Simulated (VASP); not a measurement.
# PbS (P1) in VASP: single point with PBEsol

Aim: the single point of PbS with PBEsol.

Everything below comes from runs of VASP 6.6.1. Logs are shortened: lines on timing, memory, paths and dates and some standing lists are left out, and cuts for length are marked.

**1. The cell of the first run**

The typed cell holds 16 atoms: a = 8.449 Å, b = 8.449 Å, c = 8.449 Å, α = 60.00°, β = 60.00°, γ = 60.00°.

**2. Single point, PBEsol**

Contents of INCAR:

```
SYSTEM = PbS
ALGO = Normal
EDIFF = 1E-6
ENCUT = 520
GGA = PS
ISIF = 2
ISMEAR = -1
LASPH = .TRUE.
LCHARG = .FALSE.
LREAL = Auto
LWAVE = .FALSE.
NBANDS = 94
NELM = 80
PREC = Accurate
SIGMA = 0.112
```

Contents of KPOINTS:

```
k-points
0
G
  2 2 2
  0 0 0
```

Contents of POSCAR:

```
PbS
1.0
    0.0000000000      5.9744654327      5.9744654327
    5.9744654327      0.0000000000      5.9744654327
    5.9744654327      5.9744654327      0.0000000000
Pb S
8 8
Direct
    0.0009131361     -0.0054301929      0.0066672911
    0.0037371544      0.0046394946      0.4972752012
   -0.0029896399      0.5013718020      0.0022335890
   -0.0030353343      0.4973573843      0.5010189671
    0.4996222731     -0.0006653315     -0.0012514927
    0.4932382710     -0.0010354064      0.5060852781
    0.4970535914      0.5014779203      0.0055794950
    0.5065965372      0.4982235705      0.4887075727
    0.2569698523      0.2506149742      0.2503684249
    0.2318477721      0.2753099032      0.7457134952
    0.2520222130      0.7514176876      0.2524378151
    0.2683948075      0.7584495301      0.7449512513
    0.7524403732      0.2361233847      0.2318291093
    0.7423722758      0.2698232199      0.7585360650
    0.7454261892      0.7460086681      0.2607029897
    0.7444362262      0.7451726937      0.7426225074
```

Potentials or basis: VASP PAW PBE potentials, release 64 (Pb_d, S).

Command:

```sh
$ cat potpaw_PBE.64/Pb_d/POTCAR potpaw_PBE.64/S/POTCAR > POTCAR
$ mpirun -np 1 vasp_std > vasp.out
```

OUTCAR:

```text
SYSTEM = PbS
   EDIFF = 1E-6
   ENCUT = 520
   GGA = PS
   ISIF = 2
   ISMEAR = -1
   LASPH = .TRUE.
   LREAL = Auto
   NELM = 80
   PREC = Accurate

 ion  position               nearest neighbor table
   1  0.001  0.995  0.007-  13 2.79  11 2.97  12 2.98  15 3.01  14 3.03  10 3.06
   2  0.004  0.005  0.497-  11 2.98   9 2.98  12 3.06  13 3.10  16 3.10  14 3.15
   3  0.997  0.501  0.002-  10 2.89  15 3.01   9 3.04  13 3.05  16 3.06  12 3.16   8 4.13
   4  0.997  0.497  0.501-  10 2.87  14 2.89  16 2.92  15 2.94   9 2.97  11 3.04
   5  0.500  0.999  0.999-  11 2.96   9 3.01  15 3.03  16 3.05  14 3.07  10 3.11
   6  0.493  0.999  0.506-  12 2.78  16 2.92   9 2.94  13 2.98  15 2.98  10 3.09
   7  0.497  0.501  0.006-  14 2.86  13 2.89  12 2.93   9 2.93  16 2.94  11 2.97   8 4.11
   8  0.507  0.498  0.489-  15 2.91  11 2.93  10 2.98  14 3.03  12 3.09  13 3.10   7 4.11   3 4.13

   9  0.257  0.251  0.250-   7 2.93   6 2.94   4 2.97   2 2.98   5 3.01   3 3.04
  10  0.232  0.275  0.746-   4 2.87   3 2.89   8 2.98   1 3.06   6 3.09   5 3.11
  11  0.252  0.751  0.252-   8 2.93   5 2.96   7 2.97   1 2.97   2 2.98   4 3.04
  12  0.268  0.758  0.745-   6 2.78   7 2.93   1 2.98   2 3.06   8 3.09   3 3.16
  13  0.752  0.236  0.232-   1 2.79   7 2.89   6 2.98   3 3.05   2 3.10   8 3.10
  14  0.742  0.270  0.759-   7 2.86   4 2.89   8 3.03   1 3.03   5 3.07   2 3.15
  15  0.745  0.746  0.261-   8 2.91   4 2.94   6 2.98   3 3.01   1 3.01   5 3.03
  16  0.744  0.745  0.743-   6 2.92   4 2.92   7 2.94   5 3.05   3 3.06   2 3.10

  LATTYP: Found a face centered cubic cell.
 ALAT       =    11.9489308654

  Lattice vectors:

 A1 = (   0.0000000000,   5.9744654327,   5.9744654327)
 A2 = (   5.9744654327,   0.0000000000,   5.9744654327)
 A3 = (   5.9744654327,   5.9744654327,   0.0000000000)

Analysis of symmetry for initial positions (statically):
=====================================================================
 Subroutine PRICEL returns:
 Original cell was already a primitive cell.

 Routine SETGRP: Setting up the symmetry group for a
 face centered cubic supercell.

 Subroutine GETGRP returns: Found  1 space group operations
 (whereof  1 operations were pure point group operations)
 out of a pool of 48 trial point group operations.

The static configuration has the point symmetry C_1 .

Analysis of symmetry for dynamics (positions and initial velocities):
=====================================================================
 Subroutine PRICEL returns:
 Original cell was already a primitive cell.

 Routine SETGRP: Setting up the symmetry group for a
 face centered cubic supercell.

 Subroutine GETGRP returns: Found  1 space group operations
 (whereof  1 operations were pure point group operations)
 out of a pool of 48 trial point group operations.

The dynamic configuration has the point symmetry C_1 .

 Subroutine INISYM returns: Found  1 space group operations
 (whereof  1 operations are pure point group operations),
 and found     1 'primitive' translations

----------------------------------------------------------------------------------------

                                     Primitive cell

  volume of cell :     426.5080

  direct lattice vectors                    reciprocal lattice vectors
     0.000000000  5.974465433  5.974465433    -0.083689496  0.083689496  0.083689496
     5.974465433  0.000000000  5.974465433     0.083689496 -0.083689496  0.083689496
     5.974465433  5.974465433  0.000000000     0.083689496  0.083689496 -0.083689496

  length of vectors
     8.449170043  8.449170043  8.449170043     0.144954459  0.144954459  0.144954459

  position of ions in fractional coordinates (direct lattice)
     0.000913136  0.994569807  0.006667291
     0.003737154  0.004639495  0.497275201
     0.997010360  0.501371802  0.002233589
     0.996964666  0.497357384  0.501018967
     0.499622273  0.999334668  0.998748507
     0.493238271  0.998964594  0.506085278
[... 8 lines left out ...]
     0.745426189  0.746008668  0.260702990
     0.744436226  0.745172694  0.742622507

  ion indices of the primitive-cell ions
   primitive index   ion index
                 1           1
                 2           2
                 3           3
                 4           4
                 5           5
                 6           6
[... 8 lines left out ...]
                15          15
                16          16

----------------------------------------------------------------------------------------

 KPOINTS: k-points

Automatic generation of k-mesh.
 Grid dimensions read from file:
 generate k-points for:    2    2    2

 Generating k-lattice:

  Cartesian coordinates                     Fractional coordinates (reciprocal lattice)
    -0.041844748  0.041844748  0.041844748     0.500000000  0.000000000  0.000000000
     0.041844748 -0.041844748  0.041844748     0.000000000  0.500000000  0.000000000
     0.041844748  0.041844748 -0.041844748     0.000000000  0.000000000  0.500000000

  Length of vectors
     0.072477229  0.072477229  0.072477229

  Shift w.r.t. Gamma in fractional coordinates (k-lattice)
     0.000000000  0.000000000  0.000000000

 Subroutine IBZKPT returns following result:
 ===========================================

 Found      8 irreducible k-points:

 Following reciprocal coordinates:
            Coordinates               Weight
  0.000000  0.000000  0.000000      1.000000
  0.500000  0.000000  0.000000      1.000000
  0.000000  0.500000  0.000000      1.000000
  0.000000  0.000000  0.500000      1.000000
  0.500000  0.500000  0.500000      1.000000
  0.500000  0.500000  0.000000      1.000000
  0.000000  0.500000  0.500000      1.000000
  0.500000  0.000000  0.500000      1.000000
   k-points           NKPTS =      8   k-points in BZ     NKDIM =      8   number of bands    NBANDS=     94
   number of dos      NEDOS =    301   number of ions     NIONS =     16
   total plane-waves  NPLWV = 262144
   dimension x,y,z NGX =    64 NGY =   64 NGZ =   64
   dimension x,y,z NGXF=   128 NGYF=  128 NGZF=  128
   ions per type =               8   8
   NGX,Y,Z   is equivalent  to a cutoff of  12.59, 12.59, 12.59 a.u.
   NGXF,Y,Z  is equivalent  to a cutoff of  25.19, 25.19, 25.19 a.u.
 SYSTEM =  PbS
   PREC   = accura    normal or accurate (medium, high low for compatibility)
   ISTART =      0    job   : 0-new  1-cont  2-samecut
   ICHARG =      2    charge: 1-file 2-atom 10-const
   ISPIN  =      1    spin polarized calculation?
   LNONCOLLINEAR =      F non collinear calculations
   LSORBIT =      F    spin-orbit coupling
   LASPH  =      T    aspherical Exc in radial PAW
   ENCUT  =  520.0 eV  38.22 Ry    6.18 a.u.  15.71 15.71 15.71*2*pi/ulx,y,z
   NELM   =     80;   NELMIN=  2; NELMDL= -5     # of ELM steps
   EDIFF  = 0.1E-05   stopping-criterion for ELM
   LREAL  =      T    real-space projection
   EDIFFG = 0.1E-04   stopping-criterion for IOM
   NSW    =      0    number of steps for IOM
   IBRION =     -1    ionic relax: 0-MD 1-quasi-New 2-CG
   NFREE  =      0    steps in history (QN), initial steepest desc. (CG)
   ISIF   =      2    stress and relaxation
   ISYM   =      2    0-nonsym 1-usesym 2-fastsym
   POTIM  = 0.5000    time-step for ionic-motion
   TEBEG  =    0.0;   TEEND  =   0.0 temperature during run
   PSTRESS=    0.0 pullay stress
   NELECT =     160.0000    total number of electrons
   NUPDOWN=      -1.0000    fix difference up-down
   EMIN   =  10.00;   EMAX   =-10.00  energy-range for DOS
   EFERMI =   0.00;   METHOD = LEGACY
   ISMEAR =    -1;   SIGMA  =   0.11  broadening in eV -4-tet -1-fermi 0-gaus
   EFERMI_NEDOS =   21; number of points for ismear=-14 and -15
   IALGO  =     38    algorithm
   IMIX   =      4    mixing-type and parameters
     AMIX     =   0.40;   BMIX     =  1.00
     AMIX_MAG =   1.60;   BMIX_MAG =  1.00
  volume/ion in A,a.u.               =      26.66       179.89
  Fermi-wavevector in a.u.,A,eV,Ry     =   1.180699  2.231197 18.967196  1.394050
  Thomas-Fermi vector in A             =   2.316986
   LORBIT       =      0    0 simple, 1 ext, 2 COOP (PROOUT), +10 PAW based schemes
   GGA     = PS    functional components
   LHFCALC =     F    Hartree Fock is set to
   AEXX    =    0.0000 exact exchange contribution
   IVDW    =     0    specifies the selected vdW correction
   LEPSILON=     F    determine dielectric tensor
   LRPA    =     F    only Hartree local field effects (RPA)
 non-spin polarized calculation
  energy-cutoff  :      520.00
  volume of cell :      426.51
 maximum number of plane-waves:     11575
 NGX is ok and might be reduce to    64
   NGX = 31   NGY = 31   NGZ = 31

 number of electron     160.0000000 magnetization

 Free energy of the ion-electron system (eV)
  ---------------------------------------------------
  ext. energy  EPLUGINS =         0.00000000
  ---------------------------------------------------
  free energy    TOTEN  =       -75.19470068 eV

  energy without entropy =      -75.12035128  energy(sigma->0) =      -75.15752598

 E-fermi :   5.5284     XC(G=0):  -9.7901

 val. band max:        5.3589209256   @ k =   0.0000   0.0000   0.0000
 cond. band min:       5.7115575025   @ k =   0.0000   0.0000   0.0000
 fundamental gap:      0.3526365769
 Fermi energy:         5.5284113573

 k-point     1 :       0.0000    0.0000    0.0000
  band No.  band energies     occupation
      1     -11.5043      2.00000
      2     -11.5013      2.00000
      3     -11.4780      2.00000
      4     -11.4590      2.00000
      5     -11.4565      2.00000
      6     -11.4481      2.00000
[... 84 lines left out ...]
     91       7.3790      0.00000
     92       7.4044      0.00000

 k-point     2 :       0.5000    0.0000    0.0000
  band No.  band energies     occupation
      1     -11.4834      2.00000
      2     -11.4809      2.00000
      3     -11.4545      2.00000
      4     -11.4530      2.00000
      5     -11.4440      2.00000
      6     -11.4426      2.00000
[... 559 lines left out ...]
     91       7.8940      0.00000
     92       8.1066      0.00000

 k-point     8 :       0.5000    0.0000    0.5000
  band No.  band energies     occupation
      1     -11.4866      2.00000
      2     -11.4776      2.00000
      3     -11.4555      2.00000
      4     -11.4493      2.00000
      5     -11.4465      2.00000
      6     -11.4364      2.00000
[... 84 lines left out ...]
     91       7.9017      0.00000
     92       7.9688      0.00000
 [bands above 92 left out]

------------------------ aborting loop because EDIFF is reached ----------------------------------------

  FORCE on cell =-STRESS in cart. coord.  units (eV):
  Direction    XX          YY          ZZ          XY          YZ          ZX
  --------------------------------------------------------------------------------------
  -------------------------------------------------------------------------------------
  Total       -4.7284208     -5.5959673     -5.3536513     -0.0766109     -0.0233372     -0.2388218
  in kB      -17.7623141    -21.0212528    -20.1109927     -0.2877891     -0.0876664     -0.8971343
  external PRESSURE =     -19.6315199 kB  Pullay stress =       0.0000000 kB

 VOLUME and BASIS-vectors are now :
 -----------------------------------------------------------------------------
  energy-cutoff  :      520.00
  volume of cell :      426.51
      direct lattice vectors                 reciprocal lattice vectors
     0.000000000  5.974465433  5.974465433    -0.083689496  0.083689496  0.083689496
     5.974465433  0.000000000  5.974465433     0.083689496 -0.083689496  0.083689496
     5.974465433  5.974465433  0.000000000     0.083689496  0.083689496 -0.083689496

 POSITION                                       TOTAL-FORCE (eV/Angst)
 -----------------------------------------------------------------------------------
      5.98186      0.04529      5.94748        -0.122275     -0.163664      0.053502
      2.99867      2.99328      0.05005        -0.049732      0.074561     -0.123098
      3.00877      5.96995      8.95203        -0.162058     -0.065047     -0.021801
      5.96477      8.94965      8.92778         0.135922      0.046348     -0.040428
     11.93748      8.95196      8.95547         0.039249      0.011602      0.058160
      8.99187      5.97042      8.91511        -0.034371      0.077235      0.128013
[... 8 lines left out ...]
      6.01456      6.01108      8.91053         0.073440     -0.421438      0.169007
      8.88878      8.88438      8.89962         0.263147      0.315980      0.337175
 -----------------------------------------------------------------------------------
    total drift:                               -0.011351      0.004357      0.018928

  FREE ENERGIE OF THE ION-ELECTRON SYSTEM (eV)
  ---------------------------------------------------
  free  energy   TOTEN  =       -75.1947006769 eV

  energy  without entropy=      -75.1203512805  energy(sigma->0) =      -75.15752598
```

Wall time 8.3 min (1 thread of Intel Xeon Platinum 8259CL at 2.50GHz (Skylake/Cascade Lake), shared host); peak memory 0.65 GiB.

What came out:

```yaml
Free_energy: -75.1947 eV
Pressure: -2.0 GPa
Largest_force: 0.892 eV/Å
Band_gap_on_the_k_mesh: 0.35 eV, direct
```

Forces on the atoms (eV/Å):
```
Pb  -0.122 -0.164  0.054
Pb  -0.050  0.075 -0.123
Pb  -0.162 -0.065 -0.022
Pb   0.136  0.046 -0.040
Pb   0.039  0.012  0.058
Pb  -0.034  0.077  0.128
Pb  -0.161 -0.068  0.082
Pb   0.208  0.155 -0.128
S   -0.253 -0.324 -0.341
S   -0.096  0.450 -0.111
S    0.404 -0.030  0.215
S   -0.367 -0.478 -0.591
S    0.571  0.448  0.518
S   -0.448 -0.029 -0.204
S    0.073 -0.421  0.169
S    0.263  0.316  0.337
```

Stress tensor (GPa, compression positive):
```
-1.78 -0.03 -0.09
-0.03 -2.10 -0.01
-0.09 -0.01 -2.01
```

Levels at points of the mesh, in eV from the valence-band top:
```
           k point  band 76  band 77  band 78  band 79  band 80  band 81  band 82  band 83  band 84  band 85
(0.00, 0.00, 0.00)    -1.61    -0.17    -0.12    -0.06     0.00     0.35     0.39     0.43     0.51     1.97
(0.50, 0.00, 0.00)    -1.79    -1.74    -1.68    -1.12    -1.04     2.20     2.27     2.48     2.66     2.70
(0.00, 0.50, 0.00)    -1.81    -1.75    -1.66    -1.12    -1.03     2.20     2.28     2.55     2.61     2.69
(0.00, 0.00, 0.50)    -1.79    -1.74    -1.66    -1.09    -1.07     2.21     2.24     2.52     2.56     2.65
(0.50, 0.50, 0.50)    -1.81    -1.76    -1.75    -1.21    -0.97     2.11     2.38     2.48     2.64     2.69
(0.50, 0.50, 0.00)    -1.01    -0.84    -0.81    -0.60    -0.54     1.14     1.22     1.55     1.63     2.14
(0.00, 0.50, 0.50)    -1.00    -0.82    -0.75    -0.69    -0.61     1.31     1.33     1.42     1.55     1.98
(0.50, 0.00, 0.50)    -1.00    -0.91    -0.77    -0.59    -0.50     1.12     1.25     1.50     1.70     2.13
```

Caveat: the k points lie up to 0.46 Å⁻¹ apart; the PAW data sets were made with another functional, which shifts forces and pressure a little; spin-orbit coupling is left out, which moves the levels of the heavy elements.
